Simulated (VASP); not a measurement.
# LiMnAsS4 (I-4) in VASP: single point with r2SCAN+U

Aim: the single point of LiMnAsS4 with r2SCAN+U.

Program: VASP 6.6.1. These are calculated values, not measurements. Logs are shortened: lines on timing, memory, paths and dates and some standing lists are left out, and cuts for length are marked.

### 1 The cell of the first run

The structure is tetragonal, space group I-4 (No. 82). Conventional cell: a = 5.773 Å, b = 5.773 Å, c = 8.968 Å, α = 90.00°, β = 90.00°, γ = 90.00°. Within 2.7 Å of As (site symmetry -4) lie 4 S at 2.06 Å. Li (site symmetry -4) has 4 S at 2.42 Å within 3.2 Å. Within 2.7 Å of S (site symmetry 1) lie 1 As at 2.06 Å and 1 Mn at 2.35 Å and 1 Li at 2.42 Å. Within 3.1 Å of Mn (site symmetry -4) lie 4 S at 2.35 Å.

### 2 Single point, r2SCAN+U

The input, POSCAR:

```
LiMnAsS4
1.0
    0.0000000000      5.7727227800      0.0000000000
    5.7727227800      0.0000000000      0.0000000000
    2.8863613900      2.8863613900     -4.4839711600
As Li S Mn
1 1 4 1
Direct
    0.7500000000      0.2500000000      0.5000000000
    0.5000000000      0.5000000000      0.0000000000
    0.4120000000      0.9223000000      0.7304000000
    0.0777000000      0.1424000000      0.2696000000
    0.8576000000      0.3473000000      0.7304000000
    0.6527000000      0.5880000000      0.2696000000
    0.0000000000      0.0000000000      0.0000000000
```

The input, INCAR.step1:

```
SYSTEM = LiMnAsS4
PREC = Accurate ; ENCUT = 520
ISMEAR = -5 ; SIGMA = 0.1
LREAL = .False. ; LASPH = .True.
NELM = 150 ; LMAXMIX = 4
LDAU = .True. ; LDAUTYPE = 2
LDAUL = -1 -1 -1 2 ; LDAUU = 0 0 0 1.73
LDAUJ = 0 0 0 0 ; NBANDS = 32
GGA = PE ; ALGO = Normal
EDIFF = 1E-4 ; LWAVE = .True.
LCHARG = .False.
```

The input, INCAR.step2:

```
SYSTEM = LiMnAsS4
PREC = Accurate ; ENCUT = 520
EDIFF = 1E-6 ; ISMEAR = -1
SIGMA = 0.1 ; LREAL = .False.
LASPH = .True. ; NELM = 150
ALGO = Normal ; ISIF = 2
LWAVE = .False. ; LCHARG = .False.
LMAXMIX = 4 ; LDAU = .True.
LDAUTYPE = 2 ; LDAUL = -1 -1 -1 2
LDAUU = 0 0 0 1.73 ; LDAUJ = 0 0 0 0
LDAUPRINT = 1 ; METAGGA = R2SCAN
LMIXTAU = .True. ; LORBIT = 11
NBANDS = 32 ; ISTART = 1
```

The input, KPOINTS:

```
Automatic mesh
0
Gamma
  4 4 4
  0 0 0
```

Potentials or basis: VASP PAW PBE potentials, release 64 (As, Li_sv, S, Mn_pv).

The run is started by

```bash
$ cat potpaw_PBE.64/As/POTCAR potpaw_PBE.64/Li_sv/POTCAR potpaw_PBE.64/S/POTCAR potpaw_PBE.64/Mn_pv/POTCAR > POTCAR
$ cp INCAR.step1 INCAR
$ mpirun -np 1 vasp_std > vasp.out
$ cp INCAR.step2 INCAR
$ mpirun -np 1 vasp_std > vasp.out
```

OUTCAR:

```text
SYSTEM = LiMnAsS4
   PREC = Accurate
   ENCUT = 520
   EDIFF = 1E-6
   ISMEAR = -1
   LREAL = .False.
   LASPH = .True.
   NELM = 150
   ISIF = 2
   METAGGA = R2SCAN
   LORBIT = 11
   ISTART = 1

 ion  position               nearest neighbor table
   1  0.750  0.250  0.500-   3 2.06   4 2.06   5 2.06   6 2.06
   2  0.500  0.500  0.000-   3 2.42   6 2.42   5 2.42   4 2.42
   3  0.412  0.922  0.730-   1 2.06   7 2.35   2 2.42
   4  0.078  0.142  0.270-   1 2.06   7 2.35   2 2.42
   5  0.858  0.347  0.730-   1 2.06   7 2.35   2 2.42
   6  0.653  0.588  0.270-   1 2.06   7 2.35   2 2.42
   7  0.000  0.000  0.000-   3 2.35   4 2.35   5 2.35   6 2.35

  LATTYP: Found a body centered tetragonal cell.
 ALAT       =     5.7727227800
 C/A-ratio  =     1.5535030283

  Lattice vectors:

 A1 = (  -2.8863613900,   2.8863613900,   4.4839711600)
 A2 = (   2.8863613900,  -2.8863613900,   4.4839711600)
 A3 = (   2.8863613900,   2.8863613900,  -4.4839711600)

Analysis of symmetry for initial positions (statically):
=====================================================================
 Subroutine PRICEL returns:
 Original cell was already a primitive cell.

 Routine SETGRP: Setting up the symmetry group for a
 body centered tetragonal supercell.

 Subroutine GETGRP returns: Found  4 space group operations
 (whereof  4 operations were pure point group operations)
 out of a pool of 16 trial point group operations.

The static configuration has the point symmetry S_4 .

Analysis of symmetry for dynamics (positions and initial velocities):
=====================================================================
 Subroutine PRICEL returns:
 Original cell was already a primitive cell.

 Routine SETGRP: Setting up the symmetry group for a
 body centered tetragonal supercell.

 Subroutine GETGRP returns: Found  4 space group operations
 (whereof  4 operations were pure point group operations)
 out of a pool of 16 trial point group operations.

The dynamic configuration has the point symmetry S_4 .

 Subroutine INISYM returns: Found  4 space group operations
 (whereof  4 operations are pure point group operations),
 and found     1 'primitive' translations

----------------------------------------------------------------------------------------

                                     Primitive cell

  volume of cell :     149.4253

  direct lattice vectors                    reciprocal lattice vectors
     0.000000000  5.772722780  0.000000000     0.000000000  0.173228481  0.111508300
     5.772722780  0.000000000  0.000000000     0.173228481  0.000000000  0.111508300
     2.886361390  2.886361390 -4.483971160     0.000000000  0.000000000 -0.223016599

  length of vectors
     5.772722780  5.772722780  6.063675578     0.206015067  0.206015067  0.223016599

  position of ions in fractional coordinates (direct lattice)
     0.750000000  0.250000000  0.500000000
     0.500000000  0.500000000  0.000000000
     0.412000000  0.922300000  0.730400000
     0.077700000  0.142400000  0.269600000
     0.857600000  0.347300000  0.730400000
     0.652700000  0.588000000  0.269600000
     0.000000000  0.000000000  0.000000000

  ion indices of the primitive-cell ions
   primitive index   ion index
                 1           1
                 2           2
                 3           3
                 4           4
                 5           5
                 6           6
                 7           7

----------------------------------------------------------------------------------------

 KPOINTS: Automatic mesh

Automatic generation of k-mesh.
 Grid dimensions read from file:
 generate k-points for:    4    4    4

 Generating k-lattice:

  Cartesian coordinates                     Fractional coordinates (reciprocal lattice)
     0.000000000  0.043307120  0.027877075     0.250000000  0.000000000  0.000000000
[... 24 lines left out ...]
  0.000000  0.000000  0.250000      2.000000
  0.500000  0.000000  0.250000      4.000000
 -0.250000  0.000000  0.250000      8.000000
  0.500000  0.500000  0.250000      2.000000
 -0.250000 -0.250000  0.250000      4.000000
  0.000000  0.000000  0.500000      1.000000
   k-points           NKPTS =     14   k-points in BZ     NKDIM =     14   number of bands    NBANDS=     32
   number of dos      NEDOS =    301   number of ions     NIONS =      7
   total plane-waves  NPLWV = 110592
   dimension x,y,z NGX =    48 NGY =   48 NGZ =   48
   dimension x,y,z NGXF=    96 NGYF=   96 NGZF=   96
   ions per type =               1   1   4   1
   NGX,Y,Z   is equivalent  to a cutoff of  13.82, 13.82, 13.16 a.u.
   NGXF,Y,Z  is equivalent  to a cutoff of  27.65, 27.65, 26.32 a.u.
 SYSTEM =  LiMnAsS4
   PREC   = accura    normal or accurate (medium, high low for compatibility)
   ISTART =      1    job   : 0-new  1-cont  2-samecut
   ICHARG =      0    charge: 1-file 2-atom 10-const
   ISPIN  =      1    spin polarized calculation?
   LNONCOLLINEAR =      F non collinear calculations
   LSORBIT =      F    spin-orbit coupling
   LASPH  =      T    aspherical Exc in radial PAW
   ENCUT  =  520.0 eV  38.22 Ry    6.18 a.u.  10.73 10.73 11.27*2*pi/ulx,y,z
   NELM   =    150;   NELMIN=  2; NELMDL=  0     # of ELM steps
   EDIFF  = 0.1E-05   stopping-criterion for ELM
   LREAL  =      F    real-space projection
   EDIFFG = 0.1E-04   stopping-criterion for IOM
   NSW    =      0    number of steps for IOM
   IBRION =     -1    ionic relax: 0-MD 1-quasi-New 2-CG
   NFREE  =      0    steps in history (QN), initial steepest desc. (CG)
   ISIF   =      2    stress and relaxation
   ISYM   =      2    0-nonsym 1-usesym 2-fastsym
   POTIM  = 0.5000    time-step for ionic-motion
   TEBEG  =    0.0;   TEEND  =   0.0 temperature during run
   PSTRESS=    0.0 pullay stress
   NELECT =      45.0000    total number of electrons
   NUPDOWN=      -1.0000    fix difference up-down
   EMIN   =  10.00;   EMAX   =-10.00  energy-range for DOS
   EFERMI =   0.00;   METHOD = LEGACY
   ISMEAR =    -1;   SIGMA  =   0.10  broadening in eV -4-tet -1-fermi 0-gaus
   EFERMI_NEDOS =   21; number of points for ismear=-14 and -15
   IALGO  =     38    algorithm
   IMIX   =      4    mixing-type and parameters
     AMIX     =   0.40;   BMIX     =  1.00
     AMIX_MAG =   1.60;   BMIX_MAG =  1.00
  volume/ion in A,a.u.               =      21.35       144.05
  Fermi-wavevector in a.u.,A,eV,Ry     =   1.097331  2.073655 16.383252  1.204135
  Thomas-Fermi vector in A             =   2.233689
   LORBIT       =     11    0 simple, 1 ext, 2 COOP (PROOUT), +10 PAW based schemes
 LDA+U is selected, type is set to LDAUTYPE =  2
   angular momentum for each species LDAUL =    -1   -1   -1    2
   U (eV)           for each species LDAUU =   0.0  0.0  0.0  1.7
   J (eV)           for each species LDAUJ =   0.0  0.0  0.0  0.0
   METAGGA = R2SCAN    functional components
   LHFCALC =     F    Hartree Fock is set to
   AEXX    =    0.0000 exact exchange contribution
   IVDW    =     0    specifies the selected vdW correction
   LEPSILON=     F    determine dielectric tensor
   LRPA    =     F    only Hartree local field effects (RPA)
 non-spin polarized calculation
  energy-cutoff  :      520.00
  volume of cell :      149.43
 maximum number of plane-waves:      4044
 NGX is ok and might be reduce to    48

atom =   7  type =  4  l = 2

 onsite density matrix

spin component  1

  0.3775 -0.0000 -0.0000  0.0000 -0.2827
 -0.0000  0.2965 -0.0000  0.0000  0.0000
 -0.0000 -0.0000  0.8881 -0.0000  0.0000
  0.0000  0.0000 -0.0000  0.2965 -0.0000
 -0.2827  0.0000  0.0000 -0.0000  0.6929

spin component  2

  0.3775 -0.0000 -0.0000  0.0000 -0.2827
 -0.0000  0.2965 -0.0000  0.0000  0.0000
 -0.0000 -0.0000  0.8881 -0.0000  0.0000
  0.0000  0.0000 -0.0000  0.2965 -0.0000
 -0.2827  0.0000  0.0000 -0.0000  0.6929

 occupancies and eigenvectors

  o =  0.2116  v = -0.8623  0.0000 -0.0000  0.0000 -0.5064  0.0000  0.0000  0.0000  0.0000  0.0000      0.0000  0.0000  0.0000  0.0000  0.0000  0.0000  0.0000  0.0000  0.0000  0.0000
  o =  0.2116  v =  0.0000  0.0000  0.0000  0.0000  0.0000 -0.8623  0.0000 -0.0000  0.0000 -0.5064      0.0000  0.0000  0.0000  0.0000  0.0000  0.0000  0.0000  0.0000  0.0000  0.0000
  o =  0.2965  v =  0.0000 -0.0000 -0.0000  1.0000  0.0000  0.0000  0.0000  0.0000  0.0000  0.0000      0.0000  0.0000  0.0000  0.0000  0.0000  0.0000  0.0000  0.0000  0.0000  0.0000
  o =  0.2965  v =  0.0000 -1.0000 -0.0000 -0.0000  0.0000  0.0000  0.0000  0.0000  0.0000  0.0000      0.0000  0.0000  0.0000  0.0000  0.0000  0.0000  0.0000  0.0000  0.0000  0.0000
  o =  0.2965  v =  0.0000  0.0000  0.0000  0.0000  0.0000  0.0000 -0.0000 -0.0000  1.0000  0.0000      0.0000  0.0000  0.0000  0.0000  0.0000  0.0000  0.0000  0.0000  0.0000  0.0000
  o =  0.2965  v =  0.0000  0.0000  0.0000  0.0000  0.0000  0.0000 -1.0000 -0.0000 -0.0000  0.0000      0.0000  0.0000  0.0000  0.0000  0.0000  0.0000  0.0000  0.0000  0.0000  0.0000
  o =  0.8589  v =  0.5064  0.0000 -0.0000  0.0000 -0.8623  0.0000  0.0000  0.0000  0.0000  0.0000      0.0000  0.0000  0.0000  0.0000  0.0000  0.0000  0.0000  0.0000  0.0000  0.0000
  o =  0.8589  v =  0.0000  0.0000  0.0000  0.0000  0.0000  0.5064  0.0000 -0.0000  0.0000 -0.8623      0.0000  0.0000  0.0000  0.0000  0.0000  0.0000  0.0000  0.0000  0.0000  0.0000
  o =  0.8881  v =  0.0000 -0.0000  1.0000  0.0000 -0.0000  0.0000  0.0000  0.0000  0.0000  0.0000      0.0000  0.0000  0.0000  0.0000  0.0000  0.0000  0.0000  0.0000  0.0000  0.0000
  o =  0.8881  v =  0.0000  0.0000  0.0000  0.0000  0.0000  0.0000 -0.0000  1.0000  0.0000 -0.0000      0.0000  0.0000  0.0000  0.0000  0.0000  0.0000  0.0000  0.0000  0.0000  0.0000

 number of electron      45.0000000 magnetization

 Free energy of the ion-electron system (eV)
  ---------------------------------------------------
  ext. energy  EPLUGINS =         0.00000000
  ---------------------------------------------------
  free energy    TOTEN  =       -63.46083897 eV

  energy without entropy =      -63.28793729  energy(sigma->0) =      -63.37438813

 E-fermi :   4.0932     XC(G=0):  -9.2923

 val. band max:        4.0794646567   @ k =   0.5000   0.2500   0.0000
 cond. band min:       4.0968990471   @ k =  -0.2500   0.0000   0.2500
 fundamental gap:      0.0174343904
 Fermi energy:         4.0932353474

 k-point     1 :       0.0000    0.0000    0.0000
  band No.  band energies     occupation
      1     -46.0958      2.00000
      2     -46.0958      2.00000
      3     -45.8073      2.00000
      4     -43.7382      2.00000
      5     -14.1882      2.00000
      6     -10.6406      2.00000
[... 479 lines left out ...]
     31       9.3922      0.00000
     32      10.4218      0.00000

------------------------ aborting loop because EDIFF is reached ----------------------------------------

  FORCE on cell =-STRESS in cart. coord.  units (eV):
  Direction    XX          YY          ZZ          XY          YZ          ZX
  --------------------------------------------------------------------------------------
  -------------------------------------------------------------------------------------
  Total        6.0541373      6.0541373      3.8783263     -0.0000273      0.0000000      0.0000000
  in kB       64.9140392     64.9140392     41.5844263     -0.0002924      0.0000000      0.0000000
  external PRESSURE =      57.1375015 kB  Pullay stress =       0.0000000 kB

 VOLUME and BASIS-vectors are now :
 -----------------------------------------------------------------------------
  energy-cutoff  :      520.00
  volume of cell :      149.43
      direct lattice vectors                 reciprocal lattice vectors
     0.000000000  5.772722780  0.000000000     0.000000000  0.173228481  0.111508300
     5.772722780  0.000000000  0.000000000     0.173228481  0.000000000  0.111508300
     2.886361390  2.886361390 -4.483971160     0.000000000  0.000000000 -0.223016599

 POSITION                                       TOTAL-FORCE (eV/Angst)
 -----------------------------------------------------------------------------------
      2.88636      5.77272     -2.24199         0.000000     -0.000000      0.000000
      2.88636      2.88636      0.00000         0.000000     -0.000000      0.000000
      7.43238      4.48656     -3.27509        -1.189831     -2.303788     -1.963894
      1.60020      1.22670     -1.20888        -2.303788      1.189831      1.963894
      4.11306      7.05889     -3.27509         1.189831      2.303788     -1.963894
      4.17252      4.54602     -1.20888         2.303788     -1.189831      1.963894
      0.00000      0.00000      0.00000         0.000000     -0.000000      0.000000
 -----------------------------------------------------------------------------------
    total drift:                               -0.000063     -0.000027      0.000036

  FREE ENERGIE OF THE ION-ELECTRON SYSTEM (eV)
  ---------------------------------------------------
  free  energy   TOTEN  =       -63.4608389678 eV

  energy  without entropy=      -63.2879372933  energy(sigma->0) =      -63.37438813

 total charge

# of ion       s       p       d       tot
------------------------------------------
    1        1.168   1.601   0.270   3.039
    2        2.015   0.017   0.000   2.032
    3        1.333   2.452   0.000   3.786
    4        1.333   2.452   0.000   3.786
    5        1.333   2.452   0.000   3.786
    6        1.333   2.452   0.000   3.786
    7        0.277   6.205   5.077  11.559
--------------------------------------------------
tot          8.793  17.633   5.347  31.773
```

It took 4.8 min on 1 thread of AMD EPYC 9R45 (Zen 5), shared host; peak memory 0.37 GiB.

Results:

```yaml
Free_energy: -63.4608 eV
Largest_force: 3.253 eV/Å
Valence_electrons_inside_the_program's_atomic_spheres: As 3.04; Li 2.03; S 3.79; Mn 11.56
```

Forces on the atoms (eV/Å):
```
As   0.000  0.000  0.000
Li   0.000  0.000  0.000
S   -1.190 -2.304 -1.964
S   -2.304  1.190  1.964
S    1.190  2.304 -1.964
S    2.304 -1.190  1.964
Mn   0.000  0.000  0.000
```

Eigenvalues of the final occupation matrices:
| site | spin | trace | eigenvalues |
| --- | --- | --- | --- |
| site 7 d | 1 | 2.55 | 0.21 0.30 0.30 0.86 0.89 |
| site 7 d | 2 | 2.55 | 0.21 0.30 0.30 0.86 0.89 |

Caveat: the cutoff is under 1.25 times the usual one of these potentials, so pressure, stress and relaxed cells hold a basis-set (Pulay) error; the PAW data sets were made with another functional, which shifts forces and pressure a little; the run has no spin polarisation, though such a crystal can be magnetic; U without spin polarisation on a metal has little footing.
